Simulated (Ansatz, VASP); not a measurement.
TaN: VASP beside Ansatz

```
Ta N
1.0
     2.93800    0.00000    0.00000
    -1.46900    2.54438    0.00000
     0.00000    0.00000    2.88300
Ta N
1 1
Direct
  0.33333 0.66667 0.50000
  0.00000 0.00000 0.00000
```

Alike in both runs: task electric field gradients; functional LDA; k mesh 12 × 12 × 10; occupations fermi-dirac, width 0.02 eV; no spin polarisation.

```csv
,VASP,Ansatz
version,VASP 6.6.1,Ansatz 0.2.0
potentials or method,"VASP PAW LDA potentials, release 64 (Ta_pv, N)","PAW with Ansatz's default frozen-core files, scalar-relativistic"
plane-wave cutoff (eV),520,420
valence electrons in the cell,16,18
```

Ansatz gave:

- pressure (GPa): -11.6
- traceless stress, the component that is largest in VASP (GPa): -1.05
- size of Vzz on the site where it differs most (V/Å²): 50.9

Problem. Which values does VASP return?

Solution. Pressure (GPa): -9.8; traceless stress, the component that is largest in VASP (GPa): -0.91; size of Vzz on the site where it differs most (V/Å²): 18.2.

LDA's correlation is that of Perdew and Zunger in VASP and of Perdew and Wang (1992) in Ansatz. VASP's potentials hold 16 valence electrons a cell and Ansatz's 18, so a difference there can come from the potentials and not from the codes.

Spin-orbit coupling is off throughout.
